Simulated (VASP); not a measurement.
A run of VASP 6.6.1 is set up as follows.

INCAR

```
SYSTEM = SnGe3N
PREC = Accurate
ENCUT = 600
EDIFF = 1E-6
ISMEAR = -1
SIGMA = 0.15
LREAL = .False.
LASPH = .True.
NELM = 80
ALGO = Normal
ISIF = 3
LWAVE = .False.
LCHARG = .False.
GGA = PE
IBRION = 2
NSW = 80
EDIFFG = -0.001
```

Contents of KPOINTS:

```
regular mesh
0
Gamma
  8 8 8
  0 0 0
```

Contents of POSCAR:

```
SnGe3N
1.0
    5.2524259168      0.0000000000      0.0000000000
    0.0000000000      5.2524259168      0.0000000000
    0.0000000000      0.0000000000      5.2524259168
Sn Ge N
1 3 1
Direct
    0.5000000000      0.5000000000      0.5000000000
    0.0000000000      0.5000000000      0.5000000000
    0.5000000000      0.0000000000      0.5000000000
    0.5000000000      0.5000000000      0.0000000000
    0.0000000000      0.0000000000      0.0000000000
```

Potentials or basis: VASP PAW PBE potentials, release 64 (Sn_d, Ge_d, N).

Command:

```bash
$ cat potpaw_PBE.64/Sn_d/POTCAR potpaw_PBE.64/Ge_d/POTCAR potpaw_PBE.64/N/POTCAR > POTCAR
$ mpirun -np 1 vasp_std > vasp.out
```

Question: Estimate the space group after relaxing (to 0.1 Å).

Answer: Pm-3m (No. 221).

Question: What does it give for the relaxed cell?

Answer: a = 5.260 Å, b = 5.260 Å, c = 5.260 Å, α = 90.00°, β = 90.00°, γ = 90.00°.

Question: Estimate the relaxed volume.

Answer: 29.11 Å³/atom.

Question: Estimate the band gap on the k mesh.

Answer: Zero (an odd number of electrons rules out a gap without spin polarisation).

The path:
| step | energy change (eV) | largest force (eV/Å) | pressure (GPa) | volume (Å³) |
| --- | --- | --- | --- | --- |
| 1 | 0.0000 | 0.0000 | 0.17 | 144.90 |
| 2 | -0.0004 | 0.0000 | -0.05 | 145.57 |
| 3 | -0.0004 | 0.0000 | 0.08 | 145.48 |
| 4 | -0.0004 | 0.0000 | 0.04 | 145.53 |
| 5 | -0.0004 | 0.0000 | 0.02 | 145.55 |
| 6 | -0.0004 | 0.0000 | -0.01 | 145.56 |
| 7 | -0.0004 | 0.0000 | 0.00 | 145.55 |

Caveat: spin-orbit coupling is left out, which moves the levels of the heavy elements; an odd number of electrons without spin polarisation forces a metal; a magnetic or distorted state may lie lower.
